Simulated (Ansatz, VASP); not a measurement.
Zr2O: VASP beside Ansatz

```xyz
6
Lattice="4.8457 0.0000 0.0000 0.0000 4.8457 0.0000 0.0000 0.0000 4.8457" Properties=species:S:1:pos:R:3 pbc="T T T"
Zr    1.2053    1.2053    3.6220
Zr    3.6404    1.2053    1.2237
Zr    1.2053    3.6404    1.2237
Zr    3.6404    3.6404    3.6220
O     0.0000    0.0000    0.0000
O     2.4229    2.4229    2.4229
```

Change from the starting cell: mode 4 (52.1 1/cm) frozen in, largest displacement +0.015 Å.

Alike in both runs: task single point; functional r2SCAN; k mesh 10 × 10 × 10; occupations gaussian, width 0.15 eV; no spin polarisation.

|  | VASP | Ansatz |
| --- | --- | --- |
| version | VASP 6.6.1 | Ansatz 0.2.0 |
| potentials or method | VASP PAW PBE potentials, release 64 (Zr_sv, O), cutoff 520 eV | scalar-relativistic, plane waves, PAW |
| valence electrons in the cell | 60 | 60 |

```csv
,VASP,Ansatz,Ansatz less VASP
gap on the k mesh at the Fermi level (eV),none,none,-
pressure (GPa),0.1,-0.1,-0.20
rms of the force components (eV/Å),0.006,0.006,+0.0002
```

VASP's potentials were made for PBE, not for r2SCAN. Atom by atom the forces differ by 0.000 eV/Å (rms over components). A gap of «none» marks a metal or a gap that the smearing closes. With one functional, cell and mesh, what is left measures potentials, basis and numerics.
